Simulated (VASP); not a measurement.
Wanted: the native input for a VASP 6.6.1 run.

- Task: relaxation of cell and atoms
- Functional: PBE
- Potentials or basis: VASP PAW PBE potentials, release 64 (In_d, O)
- Cutoff: 600 eV
- k mesh: 6 × 6 × 6
- Occupations: gaussian, width 0.1 eV
- Spin: no spin polarisation
- Dipole correction: no
- Further INCAR settings: ALGO = Normal; EDIFF = 1e-07; IBRION = 2; EDIFFG = -0.04; NSW = 60; ISIF = 3

The structure of In2O3 lies in POSCAR:

```
In2O3
1.0
    2.7435000000      1.5839600000      4.8366700000
   -2.7435000000      1.5839600000      4.8366700000
    0.0000000000     -3.1679210000      4.8366700000
In O
4 6
Direct
    0.3573100000      0.3573100000      0.3573100000
    0.1426900000      0.1426900000      0.1426900000
    0.6426900000      0.6426900000      0.6426900000
    0.8573100000      0.8573100000      0.8573100000
    0.5480000000      0.9520000000      0.2500000000
    0.2500000000      0.5480000000      0.9520000000
    0.9520000000      0.2500000000      0.5480000000
    0.4520000000      0.0480000000      0.7500000000
    0.7500000000      0.4520000000      0.0480000000
    0.0480000000      0.7500000000      0.4520000000
```

One way to write it, as run:

INCAR

```
SYSTEM = In2O3
PREC = Accurate
ENCUT = 600
EDIFF = 1E-7
ISMEAR = 0
SIGMA = 0.1
LREAL = .FALSE.
LASPH = .TRUE.
NELM = 120
ALGO = Normal
ISIF = 3
LWAVE = .FALSE.
LCHARG = .FALSE.
GGA = PE
IBRION = 2
NSW = 60
EDIFFG = -0.04
GGA_COMPAT = .FALSE.
NELMIN = 4
```

KPOINTS

```
regular mesh
0
G
  6 6 6
  0 0 0
```

Potentials or basis: VASP PAW PBE potentials, release 64 (In_d, O).

Launch:

```bash
$ cat potpaw_PBE.64/In_d/POTCAR potpaw_PBE.64/O/POTCAR > POTCAR
$ mpirun -np 1 vasp_std > vasp.out
```

Results of the run:

- Relaxed volume: 13.26 Å³/atom
- Relaxed cell: a = 5.875 Å, b = 5.875 Å, c = 5.875 Å, α = 56.73°, β = 56.73°, γ = 56.73°
- Space group after relaxing (to 0.1 Å): R-3c (No. 167)
- Energy gained by relaxing: 17.5 meV/atom
- Ionic steps: 5
- Pressure after relaxing: 0.1 GPa
- Largest force after relaxing: 0.029 eV/Å
- Band gap on the k mesh: 0.95 eV (least direct gap 1.03 eV)

Caveat: spin-orbit coupling is left out, which moves the levels of the heavy elements.

Run time: 35 min on 1 thread of Intel Xeon 8259CL, with other jobs on the host, peak memory 0.46 GiB.
